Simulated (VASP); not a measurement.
# Be (P6_3/mmc) in VASP: density of states with LDA

Aim: the density of states of Be with LDA.

Program: VASP 6.6.1. These are calculated values, not measurements. Logs are shortened: lines on timing, memory, paths and dates and some standing lists are left out, and cuts for length are marked.

## (1) The cell of the first run

It takes space group P6_3/mmc (No. 194, hexagonal). Conventional cell: a = 2.265 Å, b = 2.265 Å, c = 3.561 Å, α = 90.00°, β = 90.00°, γ = 120.00°. Be (site symmetry -6m2) has 12 Be at 2.21 to 2.26 Å within 2.9 Å.

## (2) Density of states, LDA

The input, POSCAR:

```
Be
1.0
    2.2649667896      0.0000000000      0.0000000000
   -1.1324833948      1.9615187785      0.0000000000
    0.0000000000      0.0000000000      3.5610714428
Be
2
Direct
    0.3333333333      0.6666666667      0.2500000000
    0.6666666667      0.3333333333      0.7500000000
```

The input, INCAR.step1:

```
SYSTEM = Be
ALGO     = Normal         ! electronic algorithm
EDIFF    = 1E-6           ! SCF threshold, eV
ENCUT    = 520            ! plane-wave cutoff, eV
GGA      = CA             ! functional
ISIF     = 2              ! what is computed and relaxed
ISMEAR   = 0              ! smearing method
LASPH    = .True.         ! aspherical terms in the spheres
LCHARG   = .True.         ! write CHGCAR
LREAL    = .False.        ! projectors in reciprocal space
LWAVE    = .False.        ! write WAVECAR
NBANDS   = 9              ! bands
NELM     = 100            ! most SCF steps
PREC     = Accurate       ! precision mode
SIGMA    = 0.1            ! smearing width, eV
```

The input, KPOINTS.step1:

```
k-points
0
Gamma
  24 24 12
  0 0 0
```

The input, INCAR.step2:

```
SYSTEM = Be
ALGO     = Normal         ! electronic algorithm
EDIFF    = 1E-6           ! SCF threshold, eV
ENCUT    = 520            ! plane-wave cutoff, eV
GGA      = CA             ! functional
ICHARG   = 11             ! starting density
ISIF     = 2              ! what is computed and relaxed
ISMEAR   = -5             ! smearing method
LASPH    = .True.         ! aspherical terms in the spheres
LCHARG   = .False.        ! write CHGCAR
LORBIT   = 11             ! projections on sites
LREAL    = .False.        ! projectors in reciprocal space
LWAVE    = .False.        ! write WAVECAR
NBANDS   = 9              ! bands
NEDOS    = 2001           ! points of the DOS
NELM     = 100            ! most SCF steps
PREC     = Accurate       ! precision mode
SIGMA    = 0.1            ! smearing width, eV
```

The input, KPOINTS.step2:

```
k-points
0
Gamma
  36 36 18
  0 0 0
```

Potentials or basis: VASP PAW LDA potentials, release 64 (Be).

Launch:

```bash
$ cat potpaw_LDA.64/Be/POTCAR > POTCAR
$ cp INCAR.step1 INCAR
$ cp KPOINTS.step1 KPOINTS
$ mpirun -np 1 vasp_std > vasp.out
$ cp INCAR.step2 INCAR
$ cp KPOINTS.step2 KPOINTS
$ mpirun -np 1 vasp_std > vasp.out
```

OUTCAR:

```text
SYSTEM = Be
   EDIFF = 1E-6
   ENCUT = 520
   GGA = CA
   ICHARG = 11
   ISIF = 2
   ISMEAR = -5
   LASPH = .True.
   LORBIT = 11
   LREAL = .False.
   NELM = 100
   PREC = Accurate

 ion  position               nearest neighbor table
   1  0.333  0.667  0.250-   2 2.21   2 2.21   2 2.21   2 2.21   2 2.21   2 2.21
   2  0.667  0.333  0.750-   1 2.21   1 2.21   1 2.21   1 2.21   1 2.21   1 2.21

  LATTYP: Found a hexagonal cell.
 ALAT       =     2.2649667896
 C/A-ratio  =     1.5722400254

  Lattice vectors:

 A1 = (   2.2649667896,   0.0000000000,   0.0000000000)
 A2 = (  -1.1324833948,   1.9615187785,   0.0000000000)
 A3 = (   0.0000000000,   0.0000000000,   3.5610714428)

Analysis of symmetry for initial positions (statically):
=====================================================================
 Subroutine PRICEL returns:
 Original cell was already a primitive cell.

 Routine SETGRP: Setting up the symmetry group for a
 hexagonal supercell.

 Subroutine GETGRP returns: Found 24 space group operations
 (whereof 12 operations were pure point group operations)
 out of a pool of 24 trial point group operations.

The static configuration has the point symmetry D_3d.
 The point group associated with its full space group is D_6h.

Analysis of symmetry for dynamics (positions and initial velocities):
=====================================================================
 Subroutine PRICEL returns:
 Original cell was already a primitive cell.

 Routine SETGRP: Setting up the symmetry group for a
 hexagonal supercell.

 Subroutine GETGRP returns: Found 24 space group operations
 (whereof 12 operations were pure point group operations)
 out of a pool of 24 trial point group operations.

The dynamic configuration has the point symmetry D_3d.
 The point group associated with its full space group is D_6h.

 Subroutine INISYM returns: Found 24 space group operations
 (whereof 12 operations are pure point group operations),
 and found     1 'primitive' translations

----------------------------------------------------------------------------------------

                                     Primitive cell

  volume of cell :      15.8210

  direct lattice vectors                    reciprocal lattice vectors
     2.264966790  0.000000000  0.000000000     0.441507577  0.254904519  0.000000000
    -1.132483395  1.961518778  0.000000000     0.000000000  0.509809037  0.000000000
     0.000000000  0.000000000  3.561071443     0.000000000  0.000000000  0.280814361

  length of vectors
     2.264966790  2.264966790  3.561071443     0.509809037  0.509809037  0.280814361

  position of ions in fractional coordinates (direct lattice)
     0.333333333  0.666666667  0.250000000
     0.666666667  0.333333333  0.750000000

  ion indices of the primitive-cell ions
   primitive index   ion index
                 1           1
                 2           2

----------------------------------------------------------------------------------------

 KPOINTS: k-points

Automatic generation of k-mesh.
 Grid dimensions read from file:
 generate k-points for:   36   36   18

 Generating k-lattice:

  Cartesian coordinates                     Fractional coordinates (reciprocal lattice)
     0.012264099  0.007080681  0.000000000     0.027777778  0.000000000  0.000000000
     0.000000000  0.014161362  0.000000000     0.000000000  0.027777778  0.000000000
     0.000000000  0.000000000  0.015600798     0.000000000  0.000000000  0.055555556

  Length of vectors
     0.014161362  0.014161362  0.015600798

  Shift w.r.t. Gamma in fractional coordinates (k-lattice)
     0.000000000  0.000000000  0.000000000

 TETIRR: Found  23589 inequivalent tetrahedra from   139968

 Subroutine IBZKPT returns following result:
 ===========================================

 Found   1270 irreducible k-points:

 Following reciprocal coordinates:
            Coordinates               Weight
  0.000000  0.000000  0.000000      1.000000
  0.027778 -0.000000  0.000000      6.000000
  0.055556 -0.000000  0.000000      6.000000
  0.083333  0.000000  0.000000      6.000000
  0.111111 -0.000000  0.000000      6.000000
  0.138889 -0.000000  0.000000      6.000000
[... 16 lines left out ...]
  0.111111  0.027778  0.000000     12.000000
  0.138889  0.027778  0.000000     12.000000
 [... further k-points ...]
   k-points           NKPTS =   1270   k-points in BZ     NKDIM =   1270   number of bands    NBANDS=      9
   number of dos      NEDOS =   2001   number of ions     NIONS =      2
   total plane-waves  NPLWV =   9072
   dimension x,y,z NGX =    18 NGY =   18 NGZ =   28
   dimension x,y,z NGXF=    36 NGYF=   36 NGZF=   56
   ions per type =               2
   NGX,Y,Z   is equivalent  to a cutoff of  13.21, 13.21, 13.07 a.u.
   NGXF,Y,Z  is equivalent  to a cutoff of  26.42, 26.42, 26.14 a.u.
 SYSTEM =  Be
   PREC   = accura    normal or accurate (medium, high low for compatibility)
   ISTART =      0    job   : 0-new  1-cont  2-samecut
   ICHARG =     11    charge: 1-file 2-atom 10-const
   ISPIN  =      1    spin polarized calculation?
   LNONCOLLINEAR =      F non collinear calculations
   LSORBIT =      F    spin-orbit coupling
   LASPH  =      T    aspherical Exc in radial PAW
   ENCUT  =  520.0 eV  38.22 Ry    6.18 a.u.   4.21  4.21  6.62*2*pi/ulx,y,z
   NELM   =    100;   NELMIN=  2; NELMDL=  0     # of ELM steps
   EDIFF  = 0.1E-05   stopping-criterion for ELM
   LREAL  =      F    real-space projection
   EDIFFG = 0.1E-04   stopping-criterion for IOM
   NSW    =      0    number of steps for IOM
   IBRION =     -1    ionic relax: 0-MD 1-quasi-New 2-CG
   NFREE  =      0    steps in history (QN), initial steepest desc. (CG)
   ISIF   =      2    stress and relaxation
   ISYM   =      2    0-nonsym 1-usesym 2-fastsym
   POTIM  = 0.5000    time-step for ionic-motion
   TEBEG  =    0.0;   TEEND  =   0.0 temperature during run
   PSTRESS=    0.0 pullay stress
   NELECT =       4.0000    total number of electrons
   NUPDOWN=      -1.0000    fix difference up-down
   EMIN   =  10.00;   EMAX   =-10.00  energy-range for DOS
   EFERMI =   0.00;   METHOD = LEGACY
   ISMEAR =    -5;   SIGMA  =   0.10  broadening in eV -4-tet -1-fermi 0-gaus
   EFERMI_NEDOS =   21; number of points for ismear=-14 and -15
   IALGO  =     38    algorithm
   IMIX   =      4    mixing-type and parameters
     AMIX     =   0.40;   BMIX     =  1.00
     AMIX_MAG =   1.60;   BMIX_MAG =  1.00
  volume/ion in A,a.u.               =       7.91        53.38
  Fermi-wavevector in a.u.,A,eV,Ry     =   1.035181  1.956209 14.580013  1.071601
  Thomas-Fermi vector in A             =   2.169512
   LORBIT       =     11    0 simple, 1 ext, 2 COOP (PROOUT), +10 PAW based schemes
   GGA     = CA    functional components
   LHFCALC =     F    Hartree Fock is set to
   AEXX    =    0.0000 exact exchange contribution
   IVDW    =     0    specifies the selected vdW correction
   LEPSILON=     F    determine dielectric tensor
   LRPA    =     F    only Hartree local field effects (RPA)
 non-spin polarized calculation
 Fermi weights with tetrahedron method with Bloechl corrections
  energy-cutoff  :      520.00
  volume of cell :       15.82
 maximum number of plane-waves:       446
 NGX is ok and might be reduce to    18

 number of electron       4.0000000 magnetization

 Free energy of the ion-electron system (eV)
  ---------------------------------------------------
  ext. energy  EPLUGINS =         0.00000000
  ---------------------------------------------------
  free energy    TOTEN  =        -8.40880643 eV

  energy without entropy =       -8.40880643  energy(sigma->0) =       -8.40880643

 E-fermi :   6.7638     XC(G=0): -10.6194

 val. band max:        6.9883031233   @ k =   0.3056   0.0833   0.0000
 cond. band min:       6.7119960157   @ k =   0.3056   0.3056   0.3333
 fundamental gap:     -0.2763071076
 Fermi energy:         6.7638337261

 k-point     1 :       0.0000    0.0000    0.0000
  band No.  band energies     occupation
      1      -4.4312      2.00000
      2       2.3454      2.00000
      3       8.0179      0.00000
      4      22.4626      0.00000
      5      22.4626      0.00000
      6      25.3017      0.00000
      7      25.3017      0.00000
      8      27.3439      0.00000
      9      33.9678      0.00000

 k-point     2 :       0.0278   -0.0000    0.0000
  band No.  band energies     occupation
      1      -4.4095      2.00000
      2       2.3744      2.00000
      3       8.0235      0.00000
      4      22.2805      0.00000
      5      22.3131      0.00000
      6      25.3061      0.00000
      7      25.3860      0.00000
      8      27.3044      0.00000
      9      33.3807      0.00000

 k-point     3 :       0.0556   -0.0000    0.0000
  band No.  band energies     occupation
      1      -4.3441      2.00000
      2       2.4612      2.00000
      3       8.0398      0.00000
      4      21.7663      0.00000
      5      21.9276      0.00000
      6      25.3117      0.00000
      7      25.5723      0.00000
      8      27.1810      0.00000
      9      32.4194      0.00000

 k-point     4 :       0.0833    0.0000    0.0000
  band No.  band energies     occupation
      1      -4.2351      2.00000
      2       2.6059      2.00000
      3       8.0658      0.00000
      4      20.9948      0.00000
      5      21.4128      0.00000
      6      25.3031      0.00000
      7      25.7464      0.00000
      8      26.9595      0.00000
      9      31.3761      0.00000
[... 205 lines left out ...]
 k-point    22 :       0.0833    0.0278    0.0000
  band No.  band energies     occupation
      1      -4.1479      2.00000
      2       2.7216      2.00000
      3       8.0857      0.00000
      4      20.5077      0.00000
      5      20.9825      0.00000
      6      25.3045      0.00000
      7      25.7980      0.00000
      8      26.7707      0.00000
      9      30.8764      0.00000

 k-point    23 :       0.1111    0.0278    0.0000
  band No.  band energies     occupation
      1      -3.9734      2.00000
      2       2.9527      2.00000
      3       8.1217      0.00000
      4      19.5115      0.00000
      5      20.4071      0.00000
      6      25.2405      0.00000
      7      25.8134      0.00000
      8      26.3570      0.00000
      9      29.8395      0.00000

 k-point    24 :       0.1389    0.0278    0.0000
  band No.  band energies     occupation
      1      -3.7551      2.00000
      2       3.2412      2.00000
      3       8.1590      0.00000
      4      18.4420      0.00000
      5      19.8302      0.00000
      6      25.0968      0.00000
      7      25.7208      0.00000
      8      25.7842      0.00000
      9      28.8320      0.00000

 [... further k-points ...]
[... 5 lines left out ...]
  --------------------------------------------------------------------------------------
  -------------------------------------------------------------------------------------
  Total       -0.5528471     -0.5528471     -0.4622559      0.0000000      0.0000000     -0.0000000
  in kB      -55.9861491    -55.9861491    -46.8120900      0.0000000      0.0000000     -0.0000000
  external PRESSURE =     -52.9281294 kB  Pullay stress =       0.0000000 kB

 VOLUME and BASIS-vectors are now :
 -----------------------------------------------------------------------------
  energy-cutoff  :      520.00
  volume of cell :       15.82
      direct lattice vectors                 reciprocal lattice vectors
     2.264966790  0.000000000  0.000000000     0.441507577  0.254904519  0.000000000
    -1.132483395  1.961518778  0.000000000     0.000000000  0.509809037  0.000000000
     0.000000000  0.000000000  3.561071443     0.000000000  0.000000000  0.280814361

 POSITION                                       TOTAL-FORCE (eV/Angst)
 -----------------------------------------------------------------------------------
     -0.00000      1.30768      0.89027         0.000000      0.000000      0.000000
      1.13248      0.65384      2.67080        -0.000000     -0.000000      0.000000
 -----------------------------------------------------------------------------------
    total drift:                                0.000000     -0.000000      0.000000

  FREE ENERGIE OF THE ION-ELECTRON SYSTEM (eV)
  ---------------------------------------------------
  free  energy   TOTEN  =        -8.4088064295 eV

  energy  without entropy=       -8.4088064295  energy(sigma->0) =       -8.40880643

 total charge

# of ion       s       p       d       tot
------------------------------------------
    1        0.401   0.770   0.000   1.171
    2        0.401   0.770   0.000   1.171
--------------------------------------------------
tot          0.802   1.541   0.000   2.343
```

Run time: 72 s. Hardware: 1 thread of AMD EPYC 9R45 (Zen 5), shared host; peak memory 0.25 GiB.

What came out:

```
Valence electrons inside the program's atomic spheres : Be 1.17
```

Caveat: tetrahedron occupations give inexact forces and stress in metals.
